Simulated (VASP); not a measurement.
Input of a VASP 6.6.1 run:

Contents of INCAR:

```
PREC = Accurate ; ENCUT = 520
EDIFF = 1E-6 ; ISMEAR = -1
SIGMA = 0.05 ; LREAL = False
LASPH = True ; NELM = 60
ALGO = Fast ; ISIF = 2
LWAVE = False ; LCHARG = False
NBANDS = 14
```

The input KPOINTS:

```
regular mesh
0
Gamma
  8 8 5
```

File POSCAR:

```
Na
1.0
    3.7417173590      0.0000000000      0.0000000000
   -1.8708586795      3.2404222867      0.0000000000
    0.0000000000      0.0000000000      6.1126967421
Na
2
Direct
    0.6666666667      0.3333333333      0.7500000000
    0.3333333333      0.6666666667      0.2500000000
```

Potentials or basis: VASP PAW LDA potentials, release 64 (Na_pv).

Command:

```console
$ cat potpaw_LDA.64/Na_pv/POTCAR > POTCAR
$ mpirun -np 1 vasp_std > vasp.out
```

Task: Predict the band gap on the k mesh.

Result: Zero (band 7 reaches 1.63 eV, above the bottom of band 8 at -1.64 eV).

Task: Predict the pressure.

Result: -0.8 GPa.

Stress tensor (GPa, compression positive):
```
-0.72  0.00  0.00
 0.00 -0.72  0.00
 0.00  0.00 -0.98
```
